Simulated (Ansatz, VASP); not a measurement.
Two plane-wave programs on NaI

```
CELL_PARAMETERS angstrom
0.00000 3.13127 3.13127
3.13127 0.00000 3.13127
3.13127 3.13127 0.00000
ATOMIC_POSITIONS crystal
Na 0.00000 0.00000 0.00000
I 0.50000 0.50000 0.50000
```

Alike in both runs: functional LDA; k mesh 6 × 6 × 6; occupations gaussian, width 0.02 eV; no spin polarisation.

Ansatz relaxed the structure, and its values are those at the end. VASP's run is a single point on that final structure, the one shown.

|  | VASP | Ansatz |
| --- | --- | --- |
| version | VASP 6.6.1 | Ansatz 0.2.0 |
| potentials or method | VASP PAW LDA potentials, release 64 (Na_pv, I), cutoff 520 eV | scalar-relativistic, plane waves, PAW |
| valence electrons in the cell | 14 | 26 |

```tsv
	VASP	Ansatz	Ansatz less VASP
gap on the k mesh at the Fermi level (eV)	3.63	3.62	-0.014
least direct gap on the mesh (eV)	3.63	3.62	-0.014
pressure (GPa)	0.0	0.0	-0.04
```

LDA's correlation is that of Perdew and Zunger in VASP and of Perdew and Wang (1992) in Ansatz. VASP's potentials hold 14 valence electrons a cell and Ansatz's 26, so a difference there can come from the potentials and not from the codes.

Neither program's run includes spin-orbit coupling.
